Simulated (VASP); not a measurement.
# SnO2 (R3m) in VASP: a series of runs

Runs on SnO2. Level: PBEsol. Tasks: single point.

All numbers are computed with VASP 6.6.1; they aren't measurements. Logs are shortened: lines on timing, memory, paths and dates and some standing lists are left out, and cuts for length are marked.

### 1 The cell of the first run

The typed cell holds 12 atoms: a = 6.084 Å, b = 6.084 Å, c = 6.084 Å, α = 59.56°, β = 59.56°, γ = 59.56°.

### 2 Single point, PBEsol (volume 13.138 Å^3 an atom, c/a of the conventional cell 2.4742)

File INCAR:

```
SYSTEM = SnO2
PREC = Accurate ; ENCUT = 520
EDIFF = 1E-7 ; ISMEAR = 0
SIGMA = 0.05 ; LREAL = .FALSE.
LASPH = .TRUE. ; NELM = 80
ALGO = Normal ; ISIF = 2
LWAVE = .FALSE. ; LCHARG = .FALSE.
GGA = PS ; NBANDS = 64
```

File KPOINTS:

```
regular mesh
0
G
  6 6 6
  0 0 0
```

File POSCAR:

```
SnO2
1.0
    3.0217512770      1.7446089132      4.9842780064
   -3.0217512770      1.7446089132      4.9842780064
    0.0000000000     -3.4892178264      4.9842780064
Sn O
4 8
Direct
    0.8646807174      0.8646807174      0.8646807174
    0.3648245829      0.3648245829      0.8648190111
    0.3648245829      0.8648190111      0.3648245829
    0.8648190111      0.3648245829      0.3648245829
    0.1235003534      0.6233501671      0.6233501671
    0.6233501671      0.1235003534      0.6233501671
    0.6233501671      0.6233501671      0.1235003534
    0.6062113146      0.6062113146      0.6062113146
    0.1234715296      0.1234715296      0.1234715296
    0.1060883083      0.1060883083      0.6062369573
    0.1060883083      0.6062369573      0.1060883083
    0.6062369573      0.1060883083      0.1060883083
```

Potentials or basis: VASP PAW PBE potentials, release 64 (Sn_d, O).

On the command line:

```
cat potpaw_PBE.64/Sn_d/POTCAR potpaw_PBE.64/O/POTCAR > POTCAR
mpirun -np 1 vasp_std > vasp.out
```

OUTCAR:

```text
SYSTEM = SnO2
   PREC = Accurate
   ENCUT = 520
   EDIFF = 1E-7
   ISMEAR = 0
   LREAL = .FALSE.
   LASPH = .TRUE.
   NELM = 80
   ISIF = 2
   GGA = PS

 ion  position               nearest neighbor table
   1  0.865  0.865  0.865-   7 2.07   6 2.07   5 2.07  10 2.07  11 2.07  12 2.07   3 3.02   4 3.02
                             3 3.02   4 3.02   2 3.02   2 3.02
   2  0.365  0.365  0.865-  11 2.07  12 2.07   9 2.07   8 2.07   5 2.07   6 2.07   3 3.02   4 3.02
                             1 3.02   1 3.02   4 3.02   3 3.02
   3  0.365  0.865  0.365-  12 2.07  10 2.07   9 2.07   8 2.07   5 2.07   7 2.07   2 3.02   4 3.02
                             1 3.02   1 3.02   2 3.02   4 3.02
   4  0.865  0.365  0.365-  11 2.07  10 2.07   9 2.07   8 2.07   6 2.07   7 2.07   2 3.02   3 3.02
                             1 3.02   1 3.02   2 3.02   3 3.02
   5  0.124  0.623  0.623-   1 2.07   3 2.07   2 2.07
   6  0.623  0.124  0.623-   1 2.07   4 2.07   2 2.07
   7  0.623  0.623  0.124-   1 2.07   3 2.07   4 2.07
   8  0.606  0.606  0.606-   2 2.07   3 2.07   4 2.07
   9  0.123  0.123  0.123-   2 2.07   3 2.07   4 2.07
  10  0.106  0.106  0.606-   3 2.07   4 2.07   1 2.07
  11  0.106  0.606  0.106-   4 2.07   2 2.07   1 2.07
  12  0.606  0.106  0.106-   3 2.07   2 2.07   1 2.07

  LATTYP: Found a trigonal (rhomboedric) cell.
 ALAT       =     6.0842146811
 COS(alpha) =     0.5066690473

  Lattice vectors:

 A1 = (   3.0217512770,   1.7446089132,   4.9842780064)
 A2 = (  -3.0217512770,   1.7446089132,   4.9842780064)
 A3 = (   0.0000000000,  -3.4892178264,   4.9842780064)

Analysis of symmetry for initial positions (statically):
=====================================================================
 Subroutine PRICEL returns:
 Original cell was already a primitive cell.

 Routine SETGRP: Setting up the symmetry group for a
 trigonal (rhombohedral) supercell.

 Subroutine GETGRP returns: Found  6 space group operations
 (whereof  6 operations were pure point group operations)
 out of a pool of 12 trial point group operations.

The static configuration has the point symmetry C_3v.

Analysis of symmetry for dynamics (positions and initial velocities):
=====================================================================
 Subroutine PRICEL returns:
 Original cell was already a primitive cell.

 Routine SETGRP: Setting up the symmetry group for a
 trigonal (rhombohedral) supercell.

 Subroutine GETGRP returns: Found  6 space group operations
 (whereof  6 operations were pure point group operations)
 out of a pool of 12 trial point group operations.

The dynamic configuration has the point symmetry C_3v.

 Subroutine INISYM returns: Found  6 space group operations
 (whereof  6 operations are pure point group operations),
 and found     1 'primitive' translations

----------------------------------------------------------------------------------------

                                     Primitive cell

  volume of cell :     157.6559

  direct lattice vectors                    reciprocal lattice vectors
     3.021751277  1.744608913  4.984278006     0.165466961  0.095532394  0.066876954
    -3.021751277  1.744608913  4.984278006    -0.165466961  0.095532394  0.066876954
     0.000000000 -3.489217826  4.984278006     0.000000000 -0.191064789  0.066876954

  length of vectors
     6.084214681  6.084214681  6.084214681     0.202430928  0.202430928  0.202430928

  position of ions in fractional coordinates (direct lattice)
     0.864680717  0.864680717  0.864680717
     0.364824583  0.364824583  0.864819011
     0.364824583  0.864819011  0.364824583
     0.864819011  0.364824583  0.364824583
     0.123500353  0.623350167  0.623350167
     0.623350167  0.123500353  0.623350167
     0.623350167  0.623350167  0.123500353
     0.606211315  0.606211315  0.606211315
     0.123471530  0.123471530  0.123471530
     0.106088308  0.106088308  0.606236957
     0.106088308  0.606236957  0.106088308
     0.606236957  0.106088308  0.106088308

  ion indices of the primitive-cell ions
   primitive index   ion index
                 1           1
                 2           2
                 3           3
                 4           4
                 5           5
                 6           6
                 7           7
                 8           8
                 9           9
                10          10
                11          11
                12          12

----------------------------------------------------------------------------------------

 KPOINTS: regular mesh

Automatic generation of k-mesh.
 Grid dimensions read from file:
 generate k-points for:    6    6    6

 Generating k-lattice:

  Cartesian coordinates                     Fractional coordinates (reciprocal lattice)
     0.027577827  0.015922066  0.011146159     0.166666667  0.000000000  0.000000000
    -0.027577827  0.015922066  0.011146159     0.000000000  0.166666667  0.000000000
     0.000000000 -0.031844131  0.011146159     0.000000000  0.000000000  0.166666667

  Length of vectors
     0.033738488  0.033738488  0.033738488

  Shift w.r.t. Gamma in fractional coordinates (k-lattice)
     0.000000000  0.000000000  0.000000000

 Subroutine IBZKPT returns following result:
 ===========================================

 Found     32 irreducible k-points:

 Following reciprocal coordinates:
            Coordinates               Weight
  0.000000  0.000000  0.000000      1.000000
  0.166667  0.000000 -0.000000      6.000000
  0.333333  0.000000 -0.000000      6.000000
  0.500000  0.000000 -0.000000      3.000000
  0.166667  0.166667 -0.000000      6.000000
  0.333333  0.166667 -0.000000     12.000000
[... 16 lines left out ...]
  0.500000  0.500000  0.166667      6.000000
 -0.333333  0.500000  0.166667     12.000000
 [... further k-points ...]
   k-points           NKPTS =     32   k-points in BZ     NKDIM =     32   number of bands    NBANDS=     64
   number of dos      NEDOS =    301   number of ions     NIONS =     12
   total plane-waves  NPLWV = 110592
   dimension x,y,z NGX =    48 NGY =   48 NGZ =   48
   dimension x,y,z NGXF=    96 NGYF=   96 NGZF=   96
   ions per type =               4   8
   NGX,Y,Z   is equivalent  to a cutoff of  13.12, 13.12, 13.12 a.u.
   NGXF,Y,Z  is equivalent  to a cutoff of  26.23, 26.23, 26.23 a.u.
 SYSTEM =  SnO2
   PREC   = accura    normal or accurate (medium, high low for compatibility)
   ISTART =      0    job   : 0-new  1-cont  2-samecut
   ICHARG =      2    charge: 1-file 2-atom 10-const
   ISPIN  =      1    spin polarized calculation?
   LNONCOLLINEAR =      F non collinear calculations
   LSORBIT =      F    spin-orbit coupling
   LASPH  =      T    aspherical Exc in radial PAW
   ENCUT  =  520.0 eV  38.22 Ry    6.18 a.u.  11.31 11.31 11.31*2*pi/ulx,y,z
   NELM   =     80;   NELMIN=  2; NELMDL= -5     # of ELM steps
   EDIFF  = 0.1E-06   stopping-criterion for ELM
   LREAL  =      F    real-space projection
   EDIFFG = 0.1E-05   stopping-criterion for IOM
   NSW    =      0    number of steps for IOM
   IBRION =     -1    ionic relax: 0-MD 1-quasi-New 2-CG
   NFREE  =      0    steps in history (QN), initial steepest desc. (CG)
   ISIF   =      2    stress and relaxation
   ISYM   =      2    0-nonsym 1-usesym 2-fastsym
   POTIM  = 0.5000    time-step for ionic-motion
   TEBEG  =    0.0;   TEEND  =   0.0 temperature during run
   PSTRESS=    0.0 pullay stress
   NELECT =     104.0000    total number of electrons
   NUPDOWN=      -1.0000    fix difference up-down
   EMIN   =  10.00;   EMAX   =-10.00  energy-range for DOS
   EFERMI =   0.00;   METHOD = LEGACY
   ISMEAR =     0;   SIGMA  =   0.05  broadening in eV -4-tet -1-fermi 0-gaus
   EFERMI_NEDOS =   21; number of points for ismear=-14 and -15
   IALGO  =     38    algorithm
   IMIX   =      4    mixing-type and parameters
     AMIX     =   0.40;   BMIX     =  1.00
     AMIX_MAG =   1.60;   BMIX_MAG =  1.00
  volume/ion in A,a.u.               =      13.14        88.66
  Fermi-wavevector in a.u.,A,eV,Ry     =   1.425113  2.693072 27.632696  2.030946
  Thomas-Fermi vector in A             =   2.545532
   LORBIT       =      0    0 simple, 1 ext, 2 COOP (PROOUT), +10 PAW based schemes
   GGA     = PS    functional components
   LHFCALC =     F    Hartree Fock is set to
   AEXX    =    0.0000 exact exchange contribution
   IVDW    =     0    specifies the selected vdW correction
   LEPSILON=     F    determine dielectric tensor
   LRPA    =     F    only Hartree local field effects (RPA)
 non-spin polarized calculation
 Gauss-broadening in eV      SIGMA  =   0.05
  energy-cutoff  :      520.00
  volume of cell :      157.66
 maximum number of plane-waves:      4279
 NGX is ok and might be reduce to    48
   NGX = 23   NGY = 23   NGZ = 23

 number of electron     104.0000024 magnetization

 Free energy of the ion-electron system (eV)
  ---------------------------------------------------
  ext. energy  EPLUGINS =         0.00000000
  ---------------------------------------------------
  free energy    TOTEN  =       -75.82875947 eV

  energy without entropy =      -75.82875947  energy(sigma->0) =      -75.82875947

 E-fermi :   4.1899     XC(G=0): -10.6990

 val. band max:        3.8848680460   @ k =   0.0000   0.0000   0.0000
 cond. band min:       6.7553924339   @ k =   0.0000   0.0000   0.0000
 fundamental gap:      2.8705243879
 Fermi energy:         4.1899328243

 k-point     1 :       0.0000    0.0000    0.0000
  band No.  band energies     occupation
      1     -16.7906      2.00000
      2     -16.7906      2.00000
      3     -16.7905      2.00000
      4     -15.9095      2.00000
      5     -15.6798      2.00000
      6     -15.6798      2.00000
[... 56 lines left out ...]
     63      15.7141      0.00000
     64      15.7209      0.00000

 k-point     2 :       0.1667    0.0000   -0.0000
  band No.  band energies     occupation
      1     -16.7375      2.00000
      2     -16.7375      2.00000
      3     -16.7322      2.00000
      4     -15.8652      2.00000
      5     -15.7484      2.00000
      6     -15.6518      2.00000
[... 1530 lines left out ...]
     63      14.1635      0.00000
     64      14.3182      0.00000

 [... further k-points ...]
[... 5 lines left out ...]
  --------------------------------------------------------------------------------------
  -------------------------------------------------------------------------------------
  Total       21.2819798     21.2819798     -3.7224516     -0.0000000      0.0000000      0.0000000
  in kB      216.2779779    216.2779779    -37.8293893     -0.0000000      0.0000000      0.0000000
  external PRESSURE =     131.5755222 kB  Pullay stress =       0.0000000 kB

 VOLUME and BASIS-vectors are now :
 -----------------------------------------------------------------------------
  energy-cutoff  :      520.00
  volume of cell :      157.66
      direct lattice vectors                 reciprocal lattice vectors
     3.021751277  1.744608913  4.984278006     0.165466961  0.095532394  0.066876954
    -3.021751277  1.744608913  4.984278006    -0.165466961  0.095532394  0.066876954
     0.000000000 -3.489217826  4.984278006     0.000000000 -0.191064789  0.066876954

 POSITION                                       TOTAL-FORCE (eV/Angst)
 -----------------------------------------------------------------------------------
      0.00000      0.00000     12.92943         0.000000     -0.000000      0.002081
      0.00000     -1.74459      7.94727         0.000000      0.002322     -0.000819
     -1.51086      0.87229      7.94727         0.002011     -0.001161     -0.000819
      1.51086      0.87229      7.94727        -0.002011     -0.001161     -0.000819
     -1.51042     -0.87204      6.82946         0.000600      0.000346      0.424567
      1.51042     -0.87204      6.82946        -0.000600      0.000346      0.424567
      0.00000      1.74408      6.82946         0.000000     -0.000693      0.424567
      0.00000      0.00000      9.06458         0.000000      0.000000     -0.427417
      0.00000      0.00000      1.84625         0.000000      0.000000      0.419270
      0.00000     -1.74513      4.07920         0.000000     -0.000781     -0.421726
     -1.51132      0.87256      4.07920        -0.000676      0.000390     -0.421726
      1.51132      0.87256      4.07920         0.000676      0.000390     -0.421726
 -----------------------------------------------------------------------------------
    total drift:                                0.000000     -0.000000     -0.000587

  FREE ENERGIE OF THE ION-ELECTRON SYSTEM (eV)
  ---------------------------------------------------
  free  energy   TOTEN  =       -75.8287594661 eV

  energy  without entropy=      -75.8287594661  energy(sigma->0) =      -75.82875947
```

Run time: 6.2 min. Hardware: 1 thread of Intel Xeon Platinum 8259CL at 2.50GHz (Skylake/Cascade Lake), shared host; peak memory 0.45 GiB.

What came out:

* Free energy: -75.8288 eV
* Pressure: 13.2 GPa
* Largest force: 0.427 eV/Å
* Band gap on the k mesh: 2.87 eV

Forces on the atoms (eV/Å):
```
Sn   0.000  0.000  0.002
Sn   0.000  0.002 -0.001
Sn   0.002 -0.001 -0.001
Sn  -0.002 -0.001 -0.001
O    0.001  0.000  0.425
O   -0.001  0.000  0.425
O    0.000 -0.001  0.425
O    0.000  0.000 -0.427
O    0.000  0.000  0.419
O    0.000 -0.001 -0.422
O   -0.001  0.000 -0.422
O    0.001  0.000 -0.422
```

Stress tensor (GPa, compression positive):
```
21.63  0.00  0.00
 0.00 21.63  0.00
 0.00  0.00 -3.78
```

Caveat: the PAW data sets were made with another functional, which shifts forces and pressure a little; spin-orbit coupling is left out, which moves the levels of the heavy elements.

### 3 Single point, PBEsol (volume 13.138 Å^3 an atom, c/a of the conventional cell 1.9411)

File INCAR:

```
PREC = Accurate
ENCUT = 520
EDIFF = 1E-6
ISMEAR = 0
SIGMA = 0.05
LREAL = False
LASPH = True
NELM = 80
ALGO = Normal
ISIF = 2
LWAVE = False
LCHARG = False
GGA = PS
NBANDS = 64
```

File KPOINTS:

```
regular mesh
0
Gamma
  6 6 6
```

Edit POSCAR of step 2 so:

```diff
@@ -2,5 +2,5 @@
 1.0
-    3.0217512770      1.7446089132      4.9842780064
-   -3.0217512770      1.7446089132      4.9842780064
-    0.0000000000     -3.4892178264      4.9842780064
+    3.2763303028      1.8915901823      4.2397898339
+   -3.2763303028      1.8915901823      4.2397898339
+    0.0000000000     -3.7831803645      4.2397898339
 Sn O
```

Potentials or basis: VASP PAW PBE potentials, release 64 (Sn_d, O).

On the command line:

```
cat potpaw_PBE.64/Sn_d/POTCAR potpaw_PBE.64/O/POTCAR > POTCAR
mpirun -np 1 vasp_std > vasp.out
```

It took 4.9 min on 1 thread of Intel Xeon Platinum 8259CL at 2.50GHz (Skylake/Cascade Lake), shared host; peak memory 0.39 GiB.

The run converged. Its results:

```
Free energy            : -77.2031 eV
Pressure               : -3.2 GPa
Largest force          : 0.140 eV/Å
Band gap on the k mesh : 1.34 eV
```

Forces on the atoms (eV/Å):
```
Sn   0.000  0.000  0.001
Sn   0.000 -0.001 -0.001
Sn  -0.001  0.001 -0.001
Sn   0.001  0.001 -0.001
O   -0.001  0.000 -0.139
O    0.001  0.000 -0.139
O    0.000  0.001 -0.139
O    0.000  0.000  0.139
O    0.000  0.000 -0.140
O    0.000  0.001  0.140
O    0.001  0.000  0.140
O   -0.001  0.000  0.140
```

Stress tensor (GPa, compression positive):
```
-4.94  0.00  0.00
 0.00 -4.94  0.00
 0.00  0.00  0.30
```

Levels at points of the mesh, in eV from the valence-band top:
```tsv
k point	band 49	band 50	band 51	band 52	band 53	band 54	band 55	band 56
(0.00, 0.00, 0.00)	-0.03	-0.03	-0.03	0.00	1.34	4.68	4.68	4.68
(0.50, 0.00, 0.00)	-0.30	-0.30	-0.05	-0.05	3.91	3.91	5.45	5.45
(0.50, 0.50, 0.00)	-0.50	-0.50	-0.12	-0.12	4.35	4.35	5.41	5.41
(0.50, 0.50, 0.50)	-1.04	-0.91	-0.91	-0.91	3.32	5.20	5.20	5.20
```

Caveat: the PAW data sets were made with another functional, which shifts forces and pressure a little; spin-orbit coupling is left out, which moves the levels of the heavy elements.

### 4 Single point, PBEsol (volume 12.612 Å^3 an atom, c/a of the conventional cell 1.8269)

File INCAR:

```
ALGO     = Normal         # electronic algorithm
EDIFF    = 1E-6           # SCF threshold, eV
ENCUT    = 520            # plane-wave cutoff, eV
GGA      = PS             # functional
ISIF     = 2              # what is computed and relaxed
ISMEAR   = 0              # smearing method
LASPH    = T              # aspherical terms in the spheres
LCHARG   = F              # write CHGCAR
LREAL    = F              # projectors in reciprocal space
LWAVE    = F              # write WAVECAR
NBANDS   = 64             # bands
NELM     = 80             # most SCF steps
PREC     = Accurate       # precision mode
SIGMA    = 0.05           # smearing width, eV
```

File KPOINTS:

```
k-points
0
Gamma
  6 6 6
```

Edit POSCAR of step 3 so:

```diff
@@ -2,5 +2,5 @@
 1.0
-    3.2763303028      1.8915901823      4.2397898339
-   -3.2763303028      1.8915901823      4.2397898339
-    0.0000000000     -3.7831803645      4.2397898339
+    3.2979977584      1.9040998936      4.0167414032
+   -3.2979977584      1.9040998936      4.0167414032
+    0.0000000000     -3.8081997871      4.0167414032
 Sn O
```

On the command line:

```
cat potpaw_PBE.64/Sn_d/POTCAR potpaw_PBE.64/O/POTCAR > POTCAR
mpirun -np 1 vasp_std > vasp.out
```

It took 4.3 min on 1 thread of Intel Xeon 6975P-C (Granite Rapids), shared host; peak memory 0.37 GiB.

Results (log left out):

```yaml
Free_energy: -77.0411 eV
Pressure: -0.5 GPa
Largest_force: 0.583 eV/Å
Band_gap_on_the_k_mesh: 1.19 eV
```

Forces in eV/Å, atoms in the order of the input:
```
Sn   0.000  0.000  0.000
Sn   0.000 -0.002  0.000
Sn  -0.002  0.001  0.000
Sn   0.002  0.001  0.000
O   -0.001  0.000 -0.582
O    0.001  0.000 -0.582
O    0.000  0.001 -0.582
O    0.000  0.000  0.583
O    0.000  0.000 -0.581
O    0.000  0.001  0.582
O    0.001  0.000  0.582
O   -0.001  0.000  0.582
```

Stress tensor (GPa, compression positive):
```
-2.55  0.00  0.00
 0.00 -2.55  0.00
 0.00  0.00  3.62
```

Levels at points of the mesh, in eV from the valence-band top:
```
           k point  band 49  band 50  band 51  band 52  band 53  band 54  band 55  band 56
(0.00, 0.00, 0.00)    -0.02    -0.02    -0.02     0.00     1.19     4.65     4.65     4.65
(0.50, 0.00, 0.00)    -0.21    -0.21    -0.06    -0.06     3.87     3.87     5.46     5.46
(0.50, 0.50, 0.00)    -0.47    -0.47    -0.12    -0.12     4.41     4.41     5.41     5.41
(0.50, 0.50, 0.50)    -1.23    -1.01    -1.01    -1.01     3.47     5.31     5.31     5.31
```

Caveat: the PAW data sets were made with another functional, which shifts forces and pressure a little; spin-orbit coupling is left out, which moves the levels of the heavy elements.

(Continued in part 2 of 2.)
